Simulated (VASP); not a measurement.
# TaF3 (Pm-3m) in VASP: single point with PBE

Aim: the single point of TaF3 with PBE.

All numbers are computed with VASP 6.6.1; they aren't measurements. Logs are shortened: lines on timing, memory, paths and dates and some standing lists are left out, and cuts for length are marked.

### Step 1. The cell of the first run

Symmetry: Pm-3m, No. 221, cubic system. Conventional cell: a = 4.017 Å, b = 4.017 Å, c = 4.017 Å, α = 90.00°, β = 90.00°, γ = 90.00°. Within 2.7 Å of Ta (site symmetry m-3m) lie 6 F at 2.01 Å. F (site symmetry 4/mmm) has 2 Ta at 2.01 Å within 2.7 Å.

### Step 2. Single point, PBE

Contents of INCAR:

```
SYSTEM = TaF3
PREC = Accurate
ENCUT = 700
EDIFF = 1E-6
ISMEAR = -1
SIGMA = 0.05
LREAL = .False.
LASPH = .True.
NELM = 120
ALGO = Normal
ISIF = 2
LWAVE = .False.
LCHARG = .False.
GGA = PE
NBANDS = 25
GGA_COMPAT = .False.
```

Contents of KPOINTS:

```
regular mesh
0
Gamma
  7 7 7
  0 0 0
```

Contents of POSCAR:

```
TaF3
1.0
    4.0173455211      0.0000000000      0.0000000000
    0.0000000000      4.0173455211      0.0000000000
    0.0000000000      0.0000000000      4.0173455211
Ta F
1 3
Direct
    0.0000000000      0.0000000000      0.0000000000
    0.0000000000      0.0000000000      0.5000000000
    0.0000000000      0.5000000000      0.0000000000
    0.5000000000      0.0000000000      0.0000000000
```

Potentials or basis: VASP PAW PBE potentials, release 64 (Ta_sv_GW, F).

The run is started by

```sh
> cat potpaw_PBE.64/Ta_sv_GW/POTCAR potpaw_PBE.64/F/POTCAR > POTCAR
> mpirun -np 1 vasp_std > vasp.out
```

OUTCAR:

```text
SYSTEM = TaF3
   PREC = Accurate
   ENCUT = 700
   EDIFF = 1E-6
   ISMEAR = -1
   LREAL = .False.
   LASPH = .True.
   NELM = 120
   ISIF = 2
   GGA = PE

 ion  position               nearest neighbor table
   1  0.000  0.000  0.000-   2 2.01   3 2.01   4 2.01   2 2.01   3 2.01   4 2.01
   2  0.000  0.000  0.500-   1 2.01   1 2.01
   3  0.000  0.500  0.000-   1 2.01   1 2.01
   4  0.500  0.000  0.000-   1 2.01   1 2.01

  LATTYP: Found a simple cubic cell.
 ALAT       =     4.0173455211

  Lattice vectors:

 A1 = (   4.0173455211,   0.0000000000,   0.0000000000)
 A2 = (   0.0000000000,   4.0173455211,   0.0000000000)
 A3 = (   0.0000000000,   0.0000000000,   4.0173455211)

Analysis of symmetry for initial positions (statically):
=====================================================================
 Subroutine PRICEL returns:
 Original cell was already a primitive cell.

 Routine SETGRP: Setting up the symmetry group for a
 simple cubic supercell.

 Subroutine GETGRP returns: Found 48 space group operations
 (whereof 48 operations were pure point group operations)
 out of a pool of 48 trial point group operations.

The static configuration has the point symmetry O_h .

Analysis of symmetry for dynamics (positions and initial velocities):
=====================================================================
 Subroutine PRICEL returns:
 Original cell was already a primitive cell.

 Routine SETGRP: Setting up the symmetry group for a
 simple cubic supercell.

 Subroutine GETGRP returns: Found 48 space group operations
 (whereof 48 operations were pure point group operations)
 out of a pool of 48 trial point group operations.

The dynamic configuration has the point symmetry O_h .

 Subroutine INISYM returns: Found 48 space group operations
 (whereof 48 operations are pure point group operations),
 and found     1 'primitive' translations

----------------------------------------------------------------------------------------

                                     Primitive cell

  volume of cell :      64.8362

  direct lattice vectors                    reciprocal lattice vectors
     4.017345521  0.000000000  0.000000000     0.248920586  0.000000000  0.000000000
     0.000000000  4.017345521  0.000000000     0.000000000  0.248920586  0.000000000
     0.000000000  0.000000000  4.017345521     0.000000000  0.000000000  0.248920586

  length of vectors
     4.017345521  4.017345521  4.017345521     0.248920586  0.248920586  0.248920586

  position of ions in fractional coordinates (direct lattice)
     0.000000000  0.000000000  0.000000000
     0.000000000  0.000000000  0.500000000
     0.000000000  0.500000000  0.000000000
     0.500000000  0.000000000  0.000000000

  ion indices of the primitive-cell ions
   primitive index   ion index
                 1           1
                 2           2
                 3           3
                 4           4

----------------------------------------------------------------------------------------

 KPOINTS: regular mesh

Automatic generation of k-mesh.
 Grid dimensions read from file:
 generate k-points for:    7    7    7

 Generating k-lattice:

  Cartesian coordinates                     Fractional coordinates (reciprocal lattice)
     0.035560084  0.000000000  0.000000000     0.142857143  0.000000000  0.000000000
     0.000000000  0.035560084  0.000000000     0.000000000  0.142857143  0.000000000
     0.000000000  0.000000000  0.035560084     0.000000000  0.000000000  0.142857143

  Length of vectors
     0.035560084  0.035560084  0.035560084

  Shift w.r.t. Gamma in fractional coordinates (k-lattice)
     0.000000000  0.000000000  0.000000000

 Subroutine IBZKPT returns following result:
 ===========================================

 Found     20 irreducible k-points:

 Following reciprocal coordinates:
            Coordinates               Weight
  0.000000  0.000000  0.000000      1.000000
  0.142857  0.000000  0.000000      6.000000
  0.285714  0.000000  0.000000      6.000000
  0.428571  0.000000  0.000000      6.000000
  0.142857  0.142857  0.000000     12.000000
  0.285714  0.142857  0.000000     24.000000
[... 12 lines left out ...]
  0.428571  0.428571  0.285714     24.000000
  0.428571  0.428571  0.428571      8.000000
   k-points           NKPTS =     20   k-points in BZ     NKDIM =     20   number of bands    NBANDS=     25
   number of dos      NEDOS =    301   number of ions     NIONS =      4
   total plane-waves  NPLWV =  46656
   dimension x,y,z NGX =    36 NGY =   36 NGZ =   36
   dimension x,y,z NGXF=    72 NGYF=   72 NGZF=   72
   ions per type =               1   3
   NGX,Y,Z   is equivalent  to a cutoff of  14.90, 14.90, 14.90 a.u.
   NGXF,Y,Z  is equivalent  to a cutoff of  29.80, 29.80, 29.80 a.u.
 SYSTEM =  TaF3
   PREC   = accura    normal or accurate (medium, high low for compatibility)
   ISTART =      0    job   : 0-new  1-cont  2-samecut
   ICHARG =      2    charge: 1-file 2-atom 10-const
   ISPIN  =      1    spin polarized calculation?
   LNONCOLLINEAR =      F non collinear calculations
   LSORBIT =      F    spin-orbit coupling
   LASPH  =      T    aspherical Exc in radial PAW
   ENCUT  =  700.0 eV  51.45 Ry    7.17 a.u.   8.67  8.67  8.67*2*pi/ulx,y,z
   NELM   =    120;   NELMIN=  2; NELMDL= -5     # of ELM steps
   EDIFF  = 0.1E-05   stopping-criterion for ELM
   LREAL  =      F    real-space projection
   EDIFFG = 0.1E-04   stopping-criterion for IOM
   NSW    =      0    number of steps for IOM
   IBRION =     -1    ionic relax: 0-MD 1-quasi-New 2-CG
   NFREE  =      0    steps in history (QN), initial steepest desc. (CG)
   ISIF   =      2    stress and relaxation
   ISYM   =      2    0-nonsym 1-usesym 2-fastsym
   POTIM  = 0.5000    time-step for ionic-motion
   TEBEG  =    0.0;   TEEND  =   0.0 temperature during run
   PSTRESS=    0.0 pullay stress
   NELECT =      34.0000    total number of electrons
   NUPDOWN=      -1.0000    fix difference up-down
   EMIN   =  10.00;   EMAX   =-10.00  energy-range for DOS
   EFERMI =   0.00;   METHOD = LEGACY
   ISMEAR =    -1;   SIGMA  =   0.05  broadening in eV -4-tet -1-fermi 0-gaus
   EFERMI_NEDOS =   21; number of points for ismear=-14 and -15
   IALGO  =     38    algorithm
   IMIX   =      4    mixing-type and parameters
     AMIX     =   0.40;   BMIX     =  1.00
     AMIX_MAG =   1.60;   BMIX_MAG =  1.00
  volume/ion in A,a.u.               =      16.21       109.38
  Fermi-wavevector in a.u.,A,eV,Ry     =   1.320166  2.494752 23.712762  1.742839
  Thomas-Fermi vector in A             =   2.450012
   LORBIT       =      0    0 simple, 1 ext, 2 COOP (PROOUT), +10 PAW based schemes
   GGA     = PE    functional components
   LHFCALC =     F    Hartree Fock is set to
   AEXX    =    0.0000 exact exchange contribution
   IVDW    =     0    specifies the selected vdW correction
   LEPSILON=     F    determine dielectric tensor
   LRPA    =     F    only Hartree local field effects (RPA)
 non-spin polarized calculation
  energy-cutoff  :      700.00
  volume of cell :       64.84
 maximum number of plane-waves:      2777
 NGX is ok and might be reduce to    36
   NGX = 17   NGY = 17   NGZ = 17

 number of electron      33.9999986 magnetization

 Free energy of the ion-electron system (eV)
  ---------------------------------------------------
  ext. energy  EPLUGINS =         0.00000000
  ---------------------------------------------------
  free energy    TOTEN  =       -29.16659378 eV

  energy without entropy =      -29.13077495  energy(sigma->0) =      -29.14868436

 E-fermi :   5.4736     XC(G=0):  -8.7431

 val. band max:        5.4566394004   @ k =   0.2857   0.1429   0.1429
 cond. band min:       5.4778796629   @ k =   0.1429   0.0000   0.0000
 fundamental gap:      0.0212402625
 Fermi energy:         5.4735908243

 k-point     1 :       0.0000    0.0000    0.0000
  band No.  band energies     occupation
      1     -64.8177      2.00000
      2     -31.4774      2.00000
      3     -31.4774      2.00000
      4     -31.4774      2.00000
      5     -22.8569      2.00000
      6     -22.5630      2.00000
[... 17 lines left out ...]
     24      14.1794      0.00000
     25      14.1794      0.00000

 k-point     2 :       0.1429    0.0000    0.0000
  band No.  band energies     occupation
      1     -64.8175      2.00000
      2     -31.5253      2.00000
      3     -31.4766      2.00000
      4     -31.4766      2.00000
      5     -22.8091      2.00000
      6     -22.5621      2.00000
[... 17 lines left out ...]
     24      13.9931      0.00000
     25      14.3348      0.00000

 k-point     3 :       0.2857    0.0000    0.0000
  band No.  band energies     occupation
      1     -64.8171      2.00000
      2     -31.6293      2.00000
      3     -31.4750      2.00000
      4     -31.4750      2.00000
      5     -22.7678      2.00000
      6     -22.5600      2.00000
[... 17 lines left out ...]
     24      14.4961      0.00000
     25      14.7162      0.00000

 k-point     4 :       0.4286    0.0000    0.0000
  band No.  band energies     occupation
      1     -64.8168      2.00000
      2     -31.7093      2.00000
      3     -31.4738      2.00000
      4     -31.4738      2.00000
      5     -22.7547      2.00000
      6     -22.5584      2.00000
[... 17 lines left out ...]
     24      15.0633      0.00000
     25      15.1720      0.00000
[... 365 lines left out ...]
 k-point    18 :       0.4286    0.2857    0.2857
  band No.  band energies     occupation
      1     -64.8155      2.00000
      2     -31.7042      2.00000
      3     -31.6234      2.00000
      4     -31.6226      2.00000
      5     -22.1622      2.00000
      6     -22.0802      2.00000
[... 17 lines left out ...]
     24      12.1592      0.00000
     25      13.3284      0.00000

 k-point    19 :       0.4286    0.4286    0.2857
  band No.  band energies     occupation
      1     -64.8152      2.00000
      2     -31.7029      2.00000
      3     -31.7027      2.00000
      4     -31.6216      2.00000
      5     -22.1203      2.00000
      6     -21.8158      2.00000
[... 17 lines left out ...]
     24      11.9515      0.00000
     25      13.0126      0.00000

 k-point    20 :       0.4286    0.4286    0.4286
  band No.  band energies     occupation
      1     -64.8149      2.00000
      2     -31.7015      2.00000
      3     -31.7013      2.00000
      4     -31.7013      2.00000
      5     -21.8209      2.00000
      6     -21.8049      2.00000
[... 17 lines left out ...]
     24      12.6213      0.00000
     25      12.6213      0.00000

------------------------ aborting loop because EDIFF is reached ----------------------------------------

  FORCE on cell =-STRESS in cart. coord.  units (eV):
  Direction    XX          YY          ZZ          XY          YZ          ZX
  --------------------------------------------------------------------------------------
  -------------------------------------------------------------------------------------
  Total        3.9468641      3.9468641      3.9468641     -0.0000000     -0.0000000     -0.0000000
  in kB       97.5315662     97.5315662     97.5315662     -0.0000000     -0.0000000     -0.0000000
  external PRESSURE =      97.5315662 kB  Pullay stress =       0.0000000 kB

 VOLUME and BASIS-vectors are now :
 -----------------------------------------------------------------------------
  energy-cutoff  :      700.00
  volume of cell :       64.84
      direct lattice vectors                 reciprocal lattice vectors
     4.017345521  0.000000000  0.000000000     0.248920586  0.000000000  0.000000000
     0.000000000  4.017345521  0.000000000     0.000000000  0.248920586  0.000000000
     0.000000000  0.000000000  4.017345521     0.000000000  0.000000000  0.248920586

 POSITION                                       TOTAL-FORCE (eV/Angst)
 -----------------------------------------------------------------------------------
      0.00000      0.00000      0.00000         0.000000      0.000000      0.000000
      0.00000      0.00000      2.00867         0.000000      0.000000      0.000000
      0.00000      2.00867      0.00000         0.000000      0.000000      0.000000
      2.00867      0.00000      0.00000         0.000000      0.000000      0.000000
 -----------------------------------------------------------------------------------
    total drift:                                0.000000      0.000000     -0.000000

  FREE ENERGIE OF THE ION-ELECTRON SYSTEM (eV)
  ---------------------------------------------------
  free  energy   TOTEN  =       -29.1665937801 eV

  energy  without entropy=      -29.1307749455  energy(sigma->0) =      -29.14868436
```

It took 25 s on 1 thread of AMD EPYC 9R45 (Zen 5), shared host; peak memory 0.2 GiB.

What came out:

```
Free energy            : -29.1666 eV
Pressure               : 9.8 GPa
Band gap on the k mesh : zero (bands 17 and 18 overlap by 2.41 eV)
```

Levels at points of the mesh, in eV from the Fermi level:
```
           k point  band 14  band 15  band 16  band 17  band 18  band 19  band 20  band 21
(0.00, 0.00, 0.00)    -8.63    -8.63    -8.63    -1.05    -1.05    -1.05    -0.29     2.16
```

Caveat: the cell stands under pressure; spin-orbit coupling is left out, which moves the levels of the heavy elements.

The gap in the log of VASP goes by the Fermi energy; the results here count the filled bands.